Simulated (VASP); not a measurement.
# ZnSn24O48 (a cell with a defect) in VASP: single point with PBEsol

Aim: the single point of ZnSn24O48 (a cell with a defect) with PBEsol.

Everything below comes from runs of VASP 6.6.1. Logs are shortened: lines on timing, memory, paths and dates and some standing lists are left out, and cuts for length are marked.

### Step 1. The cell of the first run

The cell holds a defect, 73 atoms: a = 9.538 Å, b = 9.538 Å, c = 9.636 Å, α = 90.00°, β = 90.00°, γ = 90.00°.

### Step 2. Single point, PBEsol

Contents of INCAR:

```
PREC = Accurate
ENCUT = 520
EDIFF = 1E-6
ISMEAR = -1
SIGMA = 0.05
LREAL = Auto
LASPH = T
NELM = 120
ALGO = Normal
ISIF = 2
LWAVE = F
LCHARG = F
GGA = PS
NBANDS = 360
NELECT = 634.0
ISYM = -1
GGA_COMPAT = F
```

Contents of KPOINTS:

```
explicit points
1
Reciprocal
  0.25000000   0.25000000   0.25000000 1
```

Contents of POSCAR:

```
ZnSn24O48
1.0
    9.5380920000      0.0000000000      0.0000000000
    0.0000000000      9.5380920000      0.0000000000
    0.0000000000      0.0000000000      9.6363030000
Sn O Zn
24 48 1
Direct
    0.9957320000      0.9992240000      0.0036520000
    0.0066290000      0.9965040000      0.3340400000
    0.9957090000      0.9992200000      0.6644170000
    0.9909100000      0.5011740000      0.0039540000
    0.0026590000      0.4973890000      0.3340350000
    0.9908600000      0.5011270000      0.6640870000
    0.5081480000      0.9987310000      0.0036870000
    0.4972270000      0.0014410000      0.3340600000
    0.5081140000      0.9987290000      0.6644530000
    0.5129570000      0.4968210000      0.0040060000
    0.5011950000      0.5005600000      0.3340630000
    0.5129720000      0.4967720000      0.6641400000
    0.2520400000      0.2526560000      0.1672970000
    0.2520820000      0.2526360000      0.5007950000
    0.2467430000      0.2194330000      0.8340340000
    0.2517650000      0.7453100000      0.1673040000
    0.2518200000      0.7452950000      0.5008060000
    0.2571030000      0.7785230000      0.8340840000
    0.7520350000      0.2463670000      0.1695250000
    0.7520010000      0.2463310000      0.4985620000
    0.7529920000      0.2479620000      0.8340600000
    0.7518490000      0.7516060000      0.1695340000
    0.7518220000      0.7515940000      0.4985720000
    0.7508580000      0.7499850000      0.8340450000
    0.1548220000      0.1464660000      0.0064010000
    0.1578040000      0.1519090000      0.3340500000
    0.1547110000      0.1465490000      0.6616680000
    0.1634930000      0.6446480000      0.9884050000
    0.1588050000      0.6467790000      0.3340510000
    0.1636040000      0.6444650000      0.6797680000
    0.6577700000      0.1509950000      0.0003320000
    0.6551570000      0.1496670000      0.3340240000
    0.6577020000      0.1510330000      0.6677870000
    0.6605800000      0.6502980000      0.0023400000
    0.6556960000      0.6508690000      0.3340410000
    0.6606760000      0.6501980000      0.6657710000
    0.3402430000      0.3534750000      0.9883350000
    0.3450470000      0.3511730000      0.3340550000
    0.3403790000      0.3532940000      0.6796830000
    0.3491410000      0.8514150000      0.0064430000
    0.3460500000      0.8460400000      0.3340510000
    0.3490210000      0.8514910000      0.6617090000
    0.8431930000      0.3477480000      0.0023270000
    0.8481530000      0.3470810000      0.3340620000
    0.8432550000      0.3476460000      0.6657560000
    0.8461530000      0.8469110000      0.0003130000
    0.8486970000      0.8482790000      0.3340700000
    0.8460900000      0.8469510000      0.6677730000
    0.0971990000      0.4034690000      0.1640820000
    0.0972580000      0.4034940000      0.5040020000
    0.0859750000      0.3893320000      0.8340060000
    0.0958900000      0.8952740000      0.1650390000
    0.0959100000      0.8952580000      0.5030590000
    0.0965340000      0.9116340000      0.8340320000
    0.5962770000      0.3968670000      0.1700160000
    0.5962860000      0.3968450000      0.4980930000
    0.5991370000      0.4004750000      0.8340810000
    0.5971030000      0.9015830000      0.1701260000
    0.5970130000      0.9015190000      0.4980120000
    0.5962410000      0.8984560000      0.8340530000
    0.4079480000      0.1026930000      0.1650460000
    0.4079620000      0.1026750000      0.5030600000
    0.4073240000      0.0863330000      0.8340750000
    0.4065880000      0.5944540000      0.1641060000
    0.4066600000      0.5944770000      0.5040230000
    0.4178620000      0.6086030000      0.8340850000
    0.9068380000      0.0964320000      0.1700930000
    0.9067550000      0.0963630000      0.4979750000
    0.9076100000      0.0994930000      0.8340480000
    0.9075720000      0.6010980000      0.1699990000
    0.9075690000      0.6010850000      0.4980740000
    0.9047070000      0.5974650000      0.8340230000
    0.2519190000      0.4989620000      0.8339540000
```

Potentials or basis: VASP PAW PBE potentials, release 64 (Sn_d, O, Zn).

Started as:

```sh
$ cat potpaw_PBE.64/Sn_d/POTCAR potpaw_PBE.64/O/POTCAR potpaw_PBE.64/Zn/POTCAR > POTCAR
$ mpirun -np 1 vasp_std > vasp.out
```

OUTCAR:

```text
PREC = Accurate
   ENCUT = 520
   EDIFF = 1E-6
   ISMEAR = -1
   LREAL = Auto
   LASPH = T
   NELM = 120
   ISIF = 2
   GGA = PS
   NELECT = 634.0
   ISYM = -1

 ion  position               nearest neighbor table
   1  0.996  0.999  0.004-  46 2.04  67 2.04  25 2.07  69 2.07  54 2.07  52 2.08   2 3.19   3 3.27
                            15 3.58  18 3.65  19 3.68  22 3.68  21 3.70  24 3.71
   2  0.007  0.997  0.334-  47 2.07  26 2.07  52 2.08  68 2.08  67 2.08  53 2.08   3 3.19   1 3.19
                            16 3.71  17 3.71  22 3.72  23 3.73  13 3.75  14 3.75  19 3.75  20 3.75
   3  0.996  0.999  0.664-  48 2.04  68 2.04  27 2.07  69 2.07  54 2.07  53 2.08   2 3.19   1 3.27
                            15 3.58  18 3.65  20 3.68  23 3.68  21 3.70  24 3.71
   4  0.991  0.501  0.004-  70 2.02  43 2.03  72 2.05  49 2.07  28 2.15  51 2.15  73 2.98   5 3.18
                             6 3.28  22 3.67  24 3.68  19 3.69  21 3.70  16 3.75
   5  0.003  0.497  0.334-  44 2.06  29 2.06  49 2.07  50 2.07  71 2.07  70 2.07   6 3.18   4 3.18
                            13 3.70  14 3.70  16 3.72  17 3.72  19 3.74  20 3.74  22 3.76  23 3.76
   6  0.991  0.501  0.664-  71 2.02  45 2.03  72 2.05  50 2.07  30 2.15  51 2.15  73 2.98   5 3.18
                             4 3.28  23 3.67  24 3.68  20 3.69  21 3.70  17 3.75
   7  0.508  0.999  0.004-  31 2.04  58 2.04  40 2.07  60 2.07  63 2.07  61 2.08   8 3.19   9 3.27
                            18 3.58  15 3.65  22 3.68  19 3.68  24 3.70  21 3.71
   8  0.497  0.001  0.334-  32 2.07  41 2.07  62 2.08  58 2.08  59 2.08  61 2.08   7 3.19   9 3.19
                            14 3.71  13 3.71  20 3.72  19 3.73  17 3.75  16 3.75  23 3.75  22 3.75
   9  0.508  0.999  0.664-  33 2.04  59 2.04  42 2.07  60 2.07  63 2.07  62 2.08   8 3.19   7 3.27
                            18 3.58  15 3.65  23 3.68  20 3.68  24 3.70  21 3.71
  10  0.513  0.497  0.004-  55 2.02  34 2.03  57 2.05  64 2.07  37 2.15  66 2.15  73 2.98  11 3.18
                            12 3.28  19 3.67  21 3.68  22 3.69  24 3.70  13 3.75
  11  0.501  0.501  0.334-  35 2.06  38 2.06  65 2.07  64 2.07  55 2.07  56 2.07  10 3.18  12 3.18
                            17 3.70  16 3.70  14 3.72  13 3.72  23 3.74  22 3.74  20 3.76  19 3.76
[... 57 lines left out ...]
  56  0.596  0.397  0.498-  12 2.02  20 2.07  11 2.07
  57  0.599  0.400  0.834-  12 2.05  10 2.05  21 2.07
  58  0.597  0.902  0.170-   7 2.04  22 2.06   8 2.08
  59  0.597  0.902  0.498-   9 2.04  23 2.06   8 2.08
  60  0.596  0.898  0.834-  24 2.04   9 2.07   7 2.07
  61  0.408  0.103  0.165-  13 2.06   8 2.08   7 2.08
  62  0.408  0.103  0.503-  14 2.06   8 2.08   9 2.08
  63  0.407  0.086  0.834-  15 1.99   9 2.07   7 2.07
  64  0.407  0.594  0.164-  16 2.06  10 2.07  11 2.07
  65  0.407  0.594  0.504-  17 2.06  12 2.07  11 2.07
  66  0.418  0.609  0.834-  73 1.90  10 2.15  12 2.15  18 2.23
  67  0.907  0.096  0.170-   1 2.04  19 2.06   2 2.08
  68  0.907  0.096  0.498-   3 2.04  20 2.06   2 2.08
  69  0.908  0.099  0.834-  21 2.04   1 2.07   3 2.07
  70  0.908  0.601  0.170-   4 2.02  22 2.07   5 2.07
  71  0.908  0.601  0.498-   6 2.02  23 2.07   5 2.07
  72  0.905  0.597  0.834-   4 2.05   6 2.05  24 2.07
  73  0.252  0.499  0.834-  51 1.90  66 1.90  30 2.20  37 2.20  39 2.20  28 2.20  15 2.67  18 2.67
                            12 2.98   6 2.98   4 2.98  10 2.98

IMPORTANT INFORMATION: All symmetrisations will be switched off!
NOSYMM: (Re-)initialisation of all symmetry stuff for point group C_1.

----------------------------------------------------------------------------------------

                                     Primitive cell

  volume of cell :     876.6646

  direct lattice vectors                    reciprocal lattice vectors
     9.538092000  0.000000000  0.000000000     0.104842771  0.000000000  0.000000000
     0.000000000  9.538092000  0.000000000     0.000000000  0.104842771  0.000000000
     0.000000000  0.000000000  9.636303000     0.000000000  0.000000000  0.103774238

  length of vectors
     9.538092000  9.538092000  9.636303000     0.104842771  0.104842771  0.103774238

  position of ions in fractional coordinates (direct lattice)
     0.995732000  0.999224000  0.003652000
     0.006629000  0.996504000  0.334040000
     0.995709000  0.999220000  0.664417000
     0.990910000  0.501174000  0.003954000
     0.002659000  0.497389000  0.334035000
     0.990860000  0.501127000  0.664087000
[... 65 lines left out ...]
     0.904707000  0.597465000  0.834023000
     0.251919000  0.498962000  0.833954000

  ion indices of the primitive-cell ions
   primitive index   ion index
                 1           1
                 2           2
                 3           3
                 4           4
                 5           5
                 6           6
[... 65 lines left out ...]
                72          72
                73          73

----------------------------------------------------------------------------------------

 KPOINTS: explicit points

Read explicit list of k-points.

 Found      1 k-points:

 Following reciprocal coordinates:
            Coordinates               Weight
  0.250000  0.250000  0.250000      1.000000
   k-points           NKPTS =      1   k-points in BZ     NKDIM =      1   number of bands    NBANDS=    360
   number of dos      NEDOS =    301   number of ions     NIONS =     73
   total plane-waves  NPLWV = 373248
   dimension x,y,z NGX =    72 NGY =   72 NGZ =   72
   dimension x,y,z NGXF=   144 NGYF=  144 NGZF=  144
   ions per type =              24  48   1
   NGX,Y,Z   is equivalent  to a cutoff of  12.55, 12.55, 12.42 a.u.
   NGXF,Y,Z  is equivalent  to a cutoff of  25.10, 25.10, 24.84 a.u.
 SYSTEM =  unknown system
   PREC   = accura    normal or accurate (medium, high low for compatibility)
   ISTART =      0    job   : 0-new  1-cont  2-samecut
   ICHARG =      2    charge: 1-file 2-atom 10-const
   ISPIN  =      1    spin polarized calculation?
   LNONCOLLINEAR =      F non collinear calculations
   LSORBIT =      F    spin-orbit coupling
   LASPH  =      T    aspherical Exc in radial PAW
   ENCUT  =  520.0 eV  38.22 Ry    6.18 a.u.  17.73 17.73 17.92*2*pi/ulx,y,z
   NELM   =    120;   NELMIN=  2; NELMDL= -5     # of ELM steps
   EDIFF  = 0.1E-05   stopping-criterion for ELM
   LREAL  =      T    real-space projection
   EDIFFG = 0.1E-04   stopping-criterion for IOM
   NSW    =      0    number of steps for IOM
   IBRION =     -1    ionic relax: 0-MD 1-quasi-New 2-CG
   NFREE  =      0    steps in history (QN), initial steepest desc. (CG)
   ISIF   =      2    stress and relaxation
   ISYM   =     -1    0-nonsym 1-usesym 2-fastsym
   POTIM  = 0.5000    time-step for ionic-motion
   TEBEG  =    0.0;   TEEND  =   0.0 temperature during run
   PSTRESS=    0.0 pullay stress
   NELECT =     634.0000    total number of electrons
   NUPDOWN=      -1.0000    fix difference up-down
   EMIN   =  10.00;   EMAX   =-10.00  energy-range for DOS
   EFERMI =   0.00;   METHOD = LEGACY
   ISMEAR =    -1;   SIGMA  =   0.05  broadening in eV -4-tet -1-fermi 0-gaus
   EFERMI_NEDOS =   21; number of points for ismear=-14 and -15
   IALGO  =     38    algorithm
   IMIX   =      4    mixing-type and parameters
     AMIX     =   0.40;   BMIX     =  1.00
     AMIX_MAG =   1.60;   BMIX_MAG =  1.00
  volume/ion in A,a.u.               =      12.01        81.04
  Fermi-wavevector in a.u.,A,eV,Ry     =   1.469468  2.776892 29.379548  2.159336
  Thomas-Fermi vector in A             =   2.584842
   LORBIT       =      0    0 simple, 1 ext, 2 COOP (PROOUT), +10 PAW based schemes
   GGA     = PS    functional components
   LHFCALC =     F    Hartree Fock is set to
   AEXX    =    0.0000 exact exchange contribution
   IVDW    =     0    specifies the selected vdW correction
   LEPSILON=     F    determine dielectric tensor
   LRPA    =     F    only Hartree local field effects (RPA)
 non-spin polarized calculation
  energy-cutoff  :      520.00
  volume of cell :      876.66
 maximum number of plane-waves:     23594
 NGX is ok and might be reduce to    70
   NGX = 35   NGY = 35   NGZ = 35

 number of electron     633.9999986 magnetization

 Free energy of the ion-electron system (eV)
  ---------------------------------------------------
  ext. energy  EPLUGINS =         0.00000000
  ---------------------------------------------------
  free energy    TOTEN  =      -491.70913011 eV

  energy without entropy =     -491.70913011  energy(sigma->0) =     -491.70913011

 E-fermi :   6.7943     XC(G=0): -11.4918

 val. band max:        5.7294814031   @ k =   0.2500   0.2500   0.2500
 cond. band min:       7.8571008244   @ k =   0.2500   0.2500   0.2500
 fundamental gap:      2.1276194213
 Fermi energy:         6.7942974718

 k-point     1 :       0.2500    0.2500    0.2500
  band No.  band energies     occupation
      1     -15.1356      2.00000
      2     -15.0899      2.00000
      3     -15.0424      2.00000
      4     -15.0357      2.00000
      5     -15.0178      2.00000
      6     -14.9771      2.00000
[... 321 lines left out ...]
    328      10.8059      0.00000
    329      10.8402      0.00000
 [bands above 329 left out]

------------------------ aborting loop because EDIFF is reached ----------------------------------------

  FORCE on cell =-STRESS in cart. coord.  units (eV):
  Direction    XX          YY          ZZ          XY          YZ          ZX
  --------------------------------------------------------------------------------------
  -------------------------------------------------------------------------------------
  Total       -7.7915878    -11.2489023    -13.6890440      0.2949228     -0.2242957     -0.3395717
  in kB      -14.2397738    -20.5583031    -25.0178647      0.5389959     -0.4099190     -0.6205954
  external PRESSURE =     -19.9386472 kB  Pullay stress =       0.0000000 kB

 VOLUME and BASIS-vectors are now :
 -----------------------------------------------------------------------------
  energy-cutoff  :      520.00
  volume of cell :      876.66
      direct lattice vectors                 reciprocal lattice vectors
     9.538092000  0.000000000  0.000000000     0.104842771  0.000000000  0.000000000
     0.000000000  9.538092000  0.000000000     0.000000000  0.104842771  0.000000000
     0.000000000  0.000000000  9.636303000     0.000000000  0.000000000  0.103774238

 POSITION                                       TOTAL-FORCE (eV/Angst)
 -----------------------------------------------------------------------------------
      9.49738      9.53069      0.03519        -0.005083     -0.001299      0.003289
      0.06323      9.50475      3.21891        -0.001944     -0.001864     -0.000882
      9.49716      9.53065      6.40252        -0.000893      0.004195     -0.000046
      9.45139      4.78024      0.03810        -0.007786      0.006656      0.007556
      0.02536      4.74414      3.21886         0.002115     -0.003928      0.002126
      9.45091      4.77980      6.39934         0.000536      0.006945     -0.008877
[... 65 lines left out ...]
      8.62918      5.69868      8.03690        -0.000802      0.007213     -0.003350
      2.40283      4.75915      8.03623         0.000801      0.001281     -0.001102
 -----------------------------------------------------------------------------------
    total drift:                               -0.018287      0.002196      0.023505

  FREE ENERGIE OF THE ION-ELECTRON SYSTEM (eV)
  ---------------------------------------------------
  free  energy   TOTEN  =      -491.7091301115 eV

  energy  without entropy=     -491.7091301090  energy(sigma->0) =     -491.70913011
```

Wall time 11 min (1 thread of Intel Xeon Platinum 8375C at 2.90GHz (Ice Lake), shared host); peak memory 0.86 GiB.

Results:

```yaml
Free_energy: -491.7091 eV
Largest_force: 0.099 eV/Å
```

Forces in eV/Å, atoms in the order of the input:
```
Sn  -0.005 -0.001  0.003
Sn  -0.002 -0.002 -0.001
Sn  -0.001  0.004  0.000
Sn  -0.008  0.007  0.008
Sn   0.002 -0.004  0.002
Sn   0.001  0.007 -0.009
Sn  -0.002 -0.006 -0.004
Sn  -0.010  0.004  0.004
Sn  -0.008 -0.004 -0.001
Sn   0.002 -0.004  0.008
Sn   0.011 -0.005  0.009
Sn   0.000 -0.004 -0.012
Sn   0.008  0.007  0.007
Sn   0.009  0.005  0.001
Sn  -0.027 -0.013  0.007
Sn   0.003 -0.005  0.004
Sn   0.004 -0.007  0.003
Sn   0.006  0.011 -0.002
Sn   0.008 -0.005  0.010
Sn   0.002 -0.009 -0.011
Sn   0.004 -0.002  0.004
Sn   0.005  0.004  0.008
Sn   0.012  0.011 -0.001
Sn  -0.007  0.004  0.002
O   -0.010 -0.006  0.012
O   -0.012 -0.015  0.002
O   -0.011 -0.005 -0.012
O   -0.013 -0.004  0.010
O   -0.014 -0.015  0.000
O   -0.012 -0.005 -0.011
O   -0.006 -0.005 -0.002
O   -0.016 -0.014 -0.001
O   -0.006 -0.005  0.004
O   -0.002 -0.006 -0.002
O   -0.015 -0.013 -0.001
O    0.000 -0.009  0.002
O    0.012  0.002  0.009
O    0.013  0.015  0.000
O    0.011  0.001 -0.011
O    0.007  0.004  0.012
O    0.013  0.016 -0.003
O    0.010  0.007 -0.013
O    0.003  0.006 -0.005
O    0.011  0.016 -0.005
O    0.002  0.006  0.001
O    0.008  0.005 -0.003
O    0.014  0.014 -0.003
O    0.006  0.005 -0.003
O    0.016 -0.008 -0.009
O    0.017 -0.008  0.008
O   -0.071 -0.069 -0.001
O    0.011 -0.017 -0.010
O    0.013 -0.015  0.009
O   -0.004  0.003  0.002
O    0.012 -0.019  0.009
O    0.010 -0.016 -0.010
O   -0.004 -0.005 -0.002
O    0.010 -0.014  0.004
O    0.011 -0.016 -0.001
O    0.000 -0.007 -0.001
O   -0.011  0.016 -0.008
O   -0.014  0.017  0.003
O    0.005 -0.001  0.000
O   -0.018  0.011 -0.011
O   -0.017  0.010  0.010
O    0.067  0.072 -0.002
O   -0.008  0.013  0.005
O   -0.010  0.014 -0.006
O    0.000  0.010  0.000
O   -0.008  0.017  0.006
O   -0.010  0.017 -0.008
O   -0.001  0.007 -0.003
Zn   0.001  0.001 -0.001
```

Caveat: the cell carries a net charge on a neutralising background, which shifts energy and pressure; the cell is charged against a uniform background, so pressure and absolute levels hang on convention; the PAW data sets were made with another functional, which shifts forces and pressure a little; spin-orbit coupling is left out, which moves the levels of the heavy elements.
